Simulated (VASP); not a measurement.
A run of VASP 6.6.1 is set up as follows.

POSCAR

```
BiTe
1.0
    2.3732508797      1.3701970343      3.2495731172
   -2.3732508797      1.3701970343      3.2495731172
    0.0000000000     -2.7403940685      3.2495731172
Bi Te
1 1
Direct
    0.5000000000      0.5000000000      0.5000000000
    0.0000000000      0.0000000000      0.0000000000
```

The input INCAR.step1:

```
SYSTEM = BiTe
  PREC = Accurate
  ENCUT = 520
  EDIFF = 1E-5
  ISMEAR = -1
  SIGMA = 0.05
  LREAL = .False.
  LASPH = .True.
  NELM = 80
  ALGO = Normal
  ISIF = 2
  LWAVE = .True.
  LCHARG = .False.
  GGA = PE
  NBANDS = 18
```

INCAR.step2

```
SYSTEM = BiTe
  PREC = Accurate
  ENCUT = 520
  EDIFF = 1E-6
  ISMEAR = -1
  SIGMA = 0.05
  LREAL = .False.
  LASPH = .True.
  NELM = 80
  ALGO = Normal
  ISIF = 2
  LWAVE = .False.
  LCHARG = .False.
  GGA = PE
  LHFCALC = .True.
  HFSCREEN = 0.2079
  PRECFOCK = Normal
  ISTART = 1
  NBANDS = 18
```

Contents of KPOINTS:

```
Automatic mesh
0
Gamma
  4 4 4
  0 0 0
```

Potentials or basis: VASP PAW PBE potentials, release 64 (Bi_d, Te).

Launch:

```console
$ cat potpaw_PBE.64/Bi_d/POTCAR potpaw_PBE.64/Te/POTCAR > POTCAR
$ cp INCAR.step1 INCAR
$ mpirun -np 1 vasp_std > vasp.out
$ cp INCAR.step2 INCAR
$ mpirun -np 1 vasp_std > vasp.out
```

**Question.** Predict the pressure.

**Answer.** 1.4 GPa.

Stress tensor (GPa, compression positive):
```
1.53 0.00 0.00
0.00 1.53 0.00
0.00 0.00 1.08
```

Caveat: the k points lie up to 0.41 Å⁻¹ apart; the PAW data sets were made with another functional, which shifts forces and pressure a little.
